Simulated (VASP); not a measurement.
# CdTe (Cmcm) in VASP: elastic constants with RPBE+D3(BJ)

Aim: the elastic constants of CdTe with RPBE+D3(BJ).

Program: VASP 6.6.1. These are calculated values, not measurements. Logs are shortened: lines on timing, memory, paths and dates and some standing lists are left out, and cuts for length are marked.

## 1. The cell of the first run

The structure is orthorhombic, space group Cmcm (No. 63). Conventional cell: a = 6.131 Å, b = 6.189 Å, c = 6.091 Å, α = 90.00°, β = 90.00°, γ = 90.00°. Cd (site symmetry m2m) has 6 Te at 3.03 to 3.16 Å and 10 Cd at 4.11 to 4.36 Å within 4.4 Å. Within 4.0 Å of Te (site symmetry m2m) lie 6 Cd at 3.03 to 3.16 Å.

## 2. Elastic constants, RPBE+D3(BJ)

File INCAR:

```
SYSTEM = CdTe
PREC = Accurate
ENCUT = 600
EDIFF = 1E-8
ISMEAR = -1
SIGMA = 0.1
LREAL = .False.
LASPH = .True.
NELM = 60
ALGO = Normal
ISIF = 3
LWAVE = .False.
LCHARG = .True.
GGA = RP
IVDW = 12
IBRION = 6
NFREE = 2
POTIM = 0.015
NSW = 1
```

File KPOINTS:

```
regular mesh
0
Gamma
  5 5 4
  0 0 0
```

File POSCAR:

```
CdTe
1.0
    3.0652910000     -3.0946090000      0.0000000000
    3.0652910000      3.0946090000      0.0000000000
    0.0000000000      0.0000000000      6.0906520000
Cd Te
2 2
Direct
    0.2770300000      0.7229700000      0.7500000000
    0.7229700000      0.2770300000      0.2500000000
    0.7661370000      0.2338630000      0.7500000000
    0.2338630000      0.7661370000      0.2500000000
```

Potentials or basis: VASP PAW PBE potentials, release 64 (Cd, Te).

Started as:

```bash
$ cat potpaw_PBE.64/Cd/POTCAR potpaw_PBE.64/Te/POTCAR > POTCAR
$ mpirun -np 1 vasp_std > vasp.out
```

OUTCAR:

```text
SYSTEM = CdTe
   PREC = Accurate
   ENCUT = 600
   EDIFF = 1E-8
   ISMEAR = -1
   LREAL = .False.
   LASPH = .True.
   NELM = 60
   ISIF = 3
   GGA = RP
   IVDW = 12
   IBRION = 6
   NFREE = 2
   POTIM = 0.015
   NSW = 1
 IVDW          = 12

 ion  position               nearest neighbor table
   1  0.277  0.723  0.750-   3 3.03   4 3.06   4 3.06   3 3.07   3 3.07   3 3.16
   2  0.723  0.277  0.250-   4 3.03   3 3.06   3 3.06   4 3.07   4 3.07   4 3.16
   3  0.766  0.234  0.750-   1 3.03   2 3.06   2 3.06   1 3.07   1 3.07   1 3.16
   4  0.234  0.766  0.250-   2 3.03   1 3.06   1 3.06   2 3.07   2 3.07   2 3.16

  LATTYP: Found a base centered orthorhombic cell.
 ALAT       =     6.1305820000
 B/A-ratio  =     1.0095645079
 C/A-ratio  =     0.9934867522

  Lattice vectors:

 A1 = (   3.0652910000,  -3.0946090000,   0.0000000000)
 A2 = (   3.0652910000,   3.0946090000,   0.0000000000)
 A3 = (   0.0000000000,   0.0000000000,   6.0906520000)

Analysis of symmetry for initial positions (statically):
=====================================================================
 Subroutine PRICEL returns:
 Original cell was already a primitive cell.

 Routine SETGRP: Setting up the symmetry group for a
 base centered orthorhombic supercell.

 Subroutine GETGRP returns: Found  8 space group operations
 (whereof  4 operations were pure point group operations)
 out of a pool of  8 trial point group operations.

The static configuration has the point symmetry C_2h.
 The point group associated with its full space group is D_2h.

Analysis of symmetry for dynamics (positions and initial velocities):
=====================================================================
 Subroutine PRICEL returns:
 Original cell was already a primitive cell.

 Routine SETGRP: Setting up the symmetry group for a
 base centered orthorhombic supercell.

 Subroutine GETGRP returns: Found  8 space group operations
 (whereof  4 operations were pure point group operations)
 out of a pool of  8 trial point group operations.

The dynamic configuration has the point symmetry C_2h.
 The point group associated with its full space group is D_2h.

 Subroutine INISYM returns: Found  8 space group operations
 (whereof  4 operations are pure point group operations),
 and found     1 'primitive' translations

----------------------------------------------------------------------------------------

                                     Primitive cell

  volume of cell :     115.5504

  direct lattice vectors                    reciprocal lattice vectors
     3.065291000 -3.094609000  0.000000000     0.163116650 -0.161571300  0.000000000
     3.065291000  3.094609000  0.000000000     0.163116650  0.161571300  0.000000000
     0.000000000  0.000000000  6.090652000     0.000000000  0.000000000  0.164186035

  length of vectors
     4.355756396  4.355756396  6.090652000     0.229591652  0.229591652  0.164186035

  position of ions in fractional coordinates (direct lattice)
     0.277030000  0.722970000  0.750000000
     0.722970000  0.277030000  0.250000000
     0.766137000  0.233863000  0.750000000
     0.233863000  0.766137000  0.250000000

  ion indices of the primitive-cell ions
   primitive index   ion index
                 1           1
                 2           2
                 3           3
                 4           4

----------------------------------------------------------------------------------------

 KPOINTS: regular mesh

Automatic generation of k-mesh.
 Grid dimensions read from file:
 generate k-points for:    5    5    4

 Generating k-lattice:

  Cartesian coordinates                     Fractional coordinates (reciprocal lattice)
[... 85 lines left out ...]
   GGA     = RP    functional components
   LHFCALC =     F    Hartree Fock is set to
   AEXX    =    0.0000 exact exchange contribution
   IVDW    =    12    specifies the selected vdW correction
   LEPSILON=     F    determine dielectric tensor
   LRPA    =     F    only Hartree local field effects (RPA)
 finite differences with symmetry
 non-spin polarized calculation
  energy-cutoff  :      600.00
  volume of cell :      115.55
 maximum number of plane-waves:      3880
   NGX = 17   NGY = 17   NGZ = 25

--------------------------------------- Ionic step        1  -------------------------------------------

 number of electron      35.9999989 magnetization

 Free energy of the ion-electron system (eV)
  ---------------------------------------------------
  ext. energy  EPLUGINS =         0.00000000
  ---------------------------------------------------
  free energy    TOTEN  =        -7.46113456 eV

  energy without entropy =       -7.40843821  energy(sigma->0) =       -7.43478639

------------------------ aborting loop because EDIFF is reached ----------------------------------------

 Edisp (eV)   -6.97094

 E8    (eV) :    -4.4763
[... 111 lines left out ...]
  FREE ENERGIE OF THE ION-ELECTRON SYSTEM (eV)
  ---------------------------------------------------
  free  energy   TOTEN  =       -14.5680211295 eV

  energy  without entropy=      -14.5171362420  energy(sigma->0) =      -14.54257869

[... ionic steps 4 to 22 ...]

--------------------------------------- Ionic step       23  -------------------------------------------

 number of electron      35.9999988 magnetization

------------------------ aborting loop because EDIFF is reached ----------------------------------------
[... 79 lines left out ...]
--------------------------------------- Ionic step       25  -------------------------------------------

 number of electron      35.9999989 magnetization

 Free energy of the ion-electron system (eV)
  ---------------------------------------------------
  ext. energy  EPLUGINS =         0.00000000
  ---------------------------------------------------
  free energy    TOTEN  =        -7.46076787 eV

  energy without entropy =       -7.40808147  energy(sigma->0) =       -7.43442467

 E-fermi :   3.9450     XC(G=0):  -9.5180

 val. band max:        3.9181495522   @ k =   0.4000  -0.0000   0.0000
 cond. band min:       3.9622762532   @ k =  -0.4000   0.4000   0.0000
 fundamental gap:      0.0441267010
 Fermi energy:         3.9449506909

 k-point     1 :       0.0000    0.0000    0.0000
  band No.  band energies     occupation
      1      -7.5624      2.00000
      2      -6.7594      2.00000
      3      -4.4207      2.00000
      4      -4.4062      2.00000
      5      -4.3921      2.00000
      6      -4.3709      2.00000
[... 589 lines left out ...]
     21       7.9594      0.00000
     22       7.9940      0.00000

 [... further k-points ...]

------------------------ aborting loop because EDIFF is reached ----------------------------------------

 Edisp (eV)   -6.97099

 E8    (eV) :    -4.4763
[... 27 lines left out ...]
  FREE ENERGIE OF THE ION-ELECTRON SYSTEM (eV)
  ---------------------------------------------------
  free  energy   TOTEN  =       -14.4317530964 eV

  energy  without entropy=      -14.3790666965  energy(sigma->0) =      -14.40540990

 INTERNAL STRAIN TENSORS FROM STRAINED CELLS
 ============================================

 INTERNAL STRAIN TENSOR FOR ION    1 for displacements in x,y,z  (eV/Angst):
          X           Y           Z          XY          YZ          ZX
  --------------------------------------------------------------------------------
  x     0.00000     0.00000     0.00000     0.07037     0.00000     0.00000
  y     0.31578    -2.85777     0.73089    -0.00002    -0.00004     0.00000
  z    -0.00000    -0.00000     0.00000     0.00000     0.24663     0.00000

 INTERNAL STRAIN TENSORS FROM DISPLACED ATOMS
 ============================================

 INTERNAL STRAIN TENSOR FOR ION    1 for displacements in x,y,z  (eV/Angst):
          X           Y           Z          XY          YZ          ZX
  --------------------------------------------------------------------------------
  x     0.00000     0.00000     0.00000     0.13234     0.00000     0.00000
  y     0.31441    -2.78800     0.74203     0.00000     0.00000     0.00000
  z     0.00000     0.00000    -0.00000     0.00000     0.25331     0.00000

 INTERNAL STRAIN TENSOR FOR ION    4 for displacements in x,y,z  (eV/Angst):
          X           Y           Z          XY          YZ          ZX
  --------------------------------------------------------------------------------
  x     0.00000     0.00000     0.00000     0.09453     0.00000     0.00000
  y     0.01475    -2.70685    -1.44367     0.00000     0.00000     0.00000
  z     0.00000     0.00000     0.00000     0.00000    -0.54540     0.00000

 Eigenvectors and eigenvalues of the dynamical matrix
 ----------------------------------------------------

   1 f  =    3.037850 THz    19.087372 2PiTHz  101.331757 cm-1    12.563531 meV
             X         Y         Z           dx          dy          dz
      3.065291  1.380010  4.567989     0.000000   -0.000000   -0.273187
      3.065291 -1.380010  1.522663    -0.000000    0.000000    0.273187
      3.065291 -1.647180  4.567989    -0.000000    0.000000   -0.652203
      3.065291  1.647180  1.522663     0.000000   -0.000000    0.652203
[... 71 lines left out ...]
  12 f/i=    0.007615 THz     0.047848 2PiTHz    0.254016 cm-1     0.031494 meV
             X         Y         Z           dx          dy          dz
      3.065291  1.380010  4.567989     0.000000   -0.485731    0.000000
      3.065291 -1.380010  1.522663     0.000000   -0.485731    0.000000
      3.065291 -1.647180  4.567989     0.000000   -0.513873    0.000000
      3.065291  1.647180  1.522663     0.000000   -0.513873    0.000000

--------------------------------------------------------------------------------------------------------

 ELASTIC MODULI CONTR FROM IONIC RELAXATION (kBar)
 Direction    XX          YY          ZZ          XY          YZ          ZX
 --------------------------------------------------------------------------------
 XX          -5.3250     24.7082    -25.4866     -0.0000      0.0000      0.0000
 YY          24.7082   -197.8237     70.5201     -0.0000     -0.0000      0.0000
 ZZ         -25.4866     70.5201   -149.3835     -0.0000      0.0000      0.0000
 XY          -0.0000     -0.0000     -0.0000     -0.4243     -0.0000      0.0000
 YZ           0.0000     -0.0000      0.0000     -0.0000     -2.1694      0.0000
 ZX           0.0000      0.0000      0.0000      0.0000      0.0000      0.0000
 --------------------------------------------------------------------------------

 TOTAL ELASTIC MODULI (kBar)
 Direction    XX          YY          ZZ          XY          YZ          ZX
 --------------------------------------------------------------------------------
 XX         687.0167    162.3122    135.5282     -0.0000      0.0000      0.0000
 YY         162.3122    418.5333    244.2471     -0.0000     -0.0000      0.0000
 ZZ         135.5282    244.2471    547.5206     -0.0000      0.0000      0.0000
 XY          -0.0000     -0.0000     -0.0000    157.1532     -0.0000      0.0000
 YZ           0.0000     -0.0000      0.0000     -0.0000    181.9250      0.0000
 ZX           0.0000      0.0000      0.0000      0.0000      0.0000    187.2256
 --------------------------------------------------------------------------------
```

Wall time 28 min (1 thread of AMD EPYC 9755, shared host); peak memory 0.42 GiB.

Results:

```yaml
Voigt_bulk_modulus: 30 GPa
Highest_phonon_frequency_at_Γ_LO-TO_splitting_left_out: 101 cm⁻¹
Dispersion_energy_per_atom: -1.743 eV
```

Phonon frequencies in cm⁻¹ (negative: imaginary):
| q point | frequencies |
| --- | --- |
| (0.000, 0.000, 0.000) | 0 0 0 29 30 43 72 80 82 82 90 101 |

Elastic tensor in Voigt notation (GPa, in the Cartesian axes of the cell as first typed):
```
69 16 14  0  0  0
16 42 24  0  0  0
14 24 55  0  0  0
 0  0  0 18  0  0
 0  0  0  0 19  0
 0  0  0  0  0 16
```

Clamped-ion elastic tensor (GPa):
```
69 14 16  0  0  0
14 62 17  0  0  0
16 17 70  0  0  0
 0  0  0 18  0  0
 0  0  0  0 19  0
 0  0  0  0  0 16
```

Caveat: the cell is under stress, which shifts elastic constants; three body term missing; the PAW data sets were made with another functional, which shifts forces and pressure a little; spin-orbit coupling is left out, which moves the levels of the heavy elements.
